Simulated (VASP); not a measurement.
**Au: electric field gradients with PBEsol**

Crystal: Au.

```
Au
1.0
     2.91920    0.00000    0.00000
    -1.45960    2.52811    0.00000
     0.00000    0.00000    4.91232
Au
2
Direct
  0.33333 0.66667 0.75000
  0.66667 0.33333 0.25000
```

This cell differs from its parent crystal: volume scaled by 1.02.

| Quantity | Value |
| --- | --- |
| Program | VASP 6.6.1 |
| Task | electric field gradients |
| Functional | PBEsol |
| Potentials or basis | VASP PAW PBE potentials, release 64 (Au) |
| Cutoff | 520 eV |
| k mesh | 14 × 14 × 8 |
| Occupations | fermi-dirac, width 0.03 eV |
| Spin | no spin polarisation |
| Dipole correction | no |
| Further INCAR settings | ALGO = Normal; EDIFF = 1e-08; NBANDS = 18 |

The pressure is -9.0 GPa and the band gap on the k mesh is zero (band 11 reaches 11.94 eV, above the bottom of band 12 at 5.76 eV).

Levels at points of the mesh, in eV from the Fermi level:
```
           k point  band 9  band 10  band 11  band 12  band 13  band 14
(0.00, 0.00, 0.00)   -3.31    -2.08    -2.08    -0.91     2.37    14.61
(0.50, 0.00, 0.00)   -1.79    -1.63     0.37     1.45     5.55     6.89
(0.00, 0.00, 0.50)   -2.50    -2.50    -2.50    -2.50    10.16    10.16
(0.50, 0.00, 0.50)   -1.70    -1.70     0.56     0.56     3.66     3.66
```

Electric field gradients, principal values (V/Å²):
```csv
atom,least,middle,greatest (by size)
1 Au,-10.296,-10.296,20.592
2 Au,-10.296,-10.296,20.592
```

It took 2.6 min on 1 thread of AMD EPYC 7R13 Processor (Zen 3) (shared host), peak memory 0.17 GiB.

Caveat: without QUAD_EFG the Cq values of the log hold for a quadrupole moment of 1 mb, not for the nuclei; the PAW data sets were made with another functional, which shifts forces and pressure a little; spin-orbit coupling is left out, which moves the levels of the heavy elements.
